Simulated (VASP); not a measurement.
Write the native input for VASP 6.6.1 that does the following.

- Task: single point
- Functional: LDA
- Potentials or basis: VASP PAW LDA potentials, release 64 (Si)
- Cutoff: 520 eV
- k mesh: 10 × 6 × 6
- Occupations: gaussian, width 0.03 eV
- Spin: no spin polarisation
- Dipole correction: no
- Further INCAR settings: ALGO = Normal; EDIFF = 1e-07; NBANDS = 26

The structure of Si lies in POSCAR:

```
Si
1.0
   -3.8019755419      0.0000000000      0.0000000000
    0.0000000000      0.0000000000     -6.2891200223
    0.0000000000     -6.5852148077      0.0000000000
Si
8
Direct
    0.5000000000      0.9369667109      0.1704630501
    1.0000000000      0.9369667109      0.6704630501
    1.0000000000      0.4369667109      0.3295369499
    0.5000000000      0.4369667109      0.8295369499
    0.5000000000      0.5630332891      0.1628702833
    1.0000000000      0.5630332891      0.6628702833
    1.0000000000      0.0630332891      0.3371297167
    0.5000000000      0.0630332891      0.8371297167
```

This cell differs from its parent crystal: atoms displaced along a vibrational mode.

The input as run:

INCAR

```
SYSTEM = Si
  ALGO = Normal
  EDIFF = 1E-7
  ENCUT = 520
  GGA = CA
  ISIF = 2
  ISMEAR = 0
  LASPH = .True.
  LCHARG = .False.
  LREAL = .False.
  LWAVE = .False.
  NBANDS = 26
  NELM = 100
  PREC = Accurate
  SIGMA = 0.03
```

KPOINTS

```
k-points
0
Gamma
  10 6 6
  0 0 0
```

Potentials or basis: VASP PAW LDA potentials, release 64 (Si).

The run is started by

```sh
$ cat potpaw_LDA.64/Si/POTCAR > POTCAR
$ mpirun -np 1 vasp_std > vasp.out
```

Results of the run:

```yaml
Pressure: 0.0 GPa
Largest_force: 0.024 eV/Å
Band_gap_on_the_k_mesh: 0.27 eV
```

Caveat: the cell differs from its parent crystal (atoms displaced along a vibrational mode).

Wall time 2.5 min on 1 thread of AMD EPYC 9R45 96-Core Processor (Zen 5), with other jobs on the host, peak memory 0.34 GiB.
